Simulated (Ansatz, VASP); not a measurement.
## Two plane-wave programs on Co

```
CELL_PARAMETERS angstrom
0.00000 1.76007 1.76007
1.76007 0.00000 1.76007
1.76007 1.76007 0.00000
ATOMIC_POSITIONS crystal
Co 0.00000 0.00000 0.00000
```

Alike in both runs: functional PBE; k mesh 20 × 20 × 20; occupations gaussian, width 0.1 eV; collinear spin.

Ansatz relaxed the structure, and its values are those at the end. VASP's run is a single point on that final structure, the one shown.

|  | VASP | Ansatz |
| --- | --- | --- |
| version | VASP 6.6.1 | Ansatz 0.2.0 |
| potentials or method | VASP PAW PBE potentials, release 64 (Co), cutoff 520 eV | scalar-relativistic, plane waves, PAW |
| valence electrons in the cell | 9 | 17 |

Ansatz gave:

```
gap on the k mesh at the Fermi level (eV)                     : none
pressure (GPa)                                                : 0.0
net moment per atom (μB)                                      : 1.64
size of the moment on the site where the two differ most (μB) : 1.71
```

Task: What did VASP give for the same quantities?

Result: gap on the k mesh at the Fermi level (eV): none; pressure (GPa): -0.7; net moment per atom (μB): 1.64; size of the moment on the site where the two differ most (μB): 1.65.

Site moments also hang on the region over which each program counts them. A gap of «none» marks a metal or a gap that the smearing closes. VASP's potentials hold 9 valence electrons a cell and Ansatz's 17, so a difference there can come from the potentials and not from the codes.
